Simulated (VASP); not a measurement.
Here is a VASP 6.6.1 calculation.

Contents of INCAR:

```
ALGO = Normal ; EDIFF = 1E-6
ENCUT = 520 ; GGA = PE
ISIF = 2 ; ISMEAR = 0
LASPH = True ; LCHARG = False
LREAL = False ; LWAVE = False
NBANDS = 16 ; NELM = 80
PREC = Accurate ; SIGMA = 0.03
```

KPOINTS

```
k-points
0
Gamma
  10 10 10
```

The input POSCAR:

```
CdS
1.0
    0.0000000000      2.8909062000      2.8220751000
    2.8909062000      0.0000000000      2.8220751000
    2.8909062000      2.8909062000      0.0000000000
Cd S
1 1
Direct
    0.0000000000      0.0000000000      0.0000000000
    0.5000000000      0.5000000000      0.5000000000
```

Potentials or basis: VASP PAW PBE potentials, release 64 (Cd, S).

Command:

```bash
$ cat potpaw_PBE.64/Cd/POTCAR potpaw_PBE.64/S/POTCAR > POTCAR
$ mpirun -np 1 vasp_std > vasp.out
```

(1) Predict the band gap on the k mesh.

(2) Predict the pressure.

Answers

(1) 0.14 eV, indirect (least direct gap 0.79 eV).

(2) -6.6 GPa.

Caveat: the cell differs from its parent crystal (strain +0.050 along x and y, +0.025 along z).
